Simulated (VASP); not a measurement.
Wanted: the native input for a VASP 6.6.1 run.

* Task: single point
* Functional: PBEsol
* Dispersion: D4
* Potentials or basis: VASP PAW PBE potentials, release 64 (Te, Pt)
* Cutoff: 520 eV
* k mesh: 6 × 6 × 6
* Occupations: gaussian, width 0.1 eV
* Spin: no spin polarisation
* Dipole correction: no
* Further INCAR settings: ALGO = Normal; EDIFF = 1e-06; NBANDS = 24

The structure of TePt lies in POSCAR:

```
TePt
1.0
    1.9815661262      1.1440577364      6.6610334788
   -1.9815661262      1.1440577364      6.6610334788
    0.0000000000     -2.2881154728      6.6610334788
Te Pt
2 2
Direct
    0.5980000000      0.5980000000      0.5980000000
    0.4020000000      0.4020000000      0.4020000000
    0.8703333333      0.8703333333      0.8703333333
    0.1296666667      0.1296666667      0.1296666667
```

These files were run (other wordings do the same):

INCAR

```
ALGO = Normal
EDIFF = 1E-6
ENCUT = 520
GGA = PS
ISIF = 2
ISMEAR = 0
IVDW = 13
LASPH = T
LCHARG = T
LELF = T
LREAL = F
LVHAR = T
LWAVE = F
NBANDS = 24
NELM = 100
PREC = Accurate
SIGMA = 0.1
```

KPOINTS

```
k-points
0
Gamma
  6 6 6
```

Potentials or basis: VASP PAW PBE potentials, release 64 (Te, Pt).

The run is started by

```sh
$ cat potpaw_PBE.64/Te/POTCAR potpaw_PBE.64/Pt/POTCAR > POTCAR
$ mpirun -np 1 vasp_std > vasp.out
```

Results of the run:

- Pressure: -2.7 GPa
- Largest force: 0.226 eV/Å
- Band gap on the k mesh: zero (bands 16 and 17 overlap by 2.41 eV)
- Dispersion energy per atom: -0.350 eV

Caveat: the PAW data sets were made with another functional, which shifts forces and pressure a little; spin-orbit coupling is left out, which moves the levels of the heavy elements.

Run time: 2.4 min on 1 thread of AMD EPYC 9R45 96-Core Processor (Zen 5), on a shared host, peak memory 0.36 GiB.
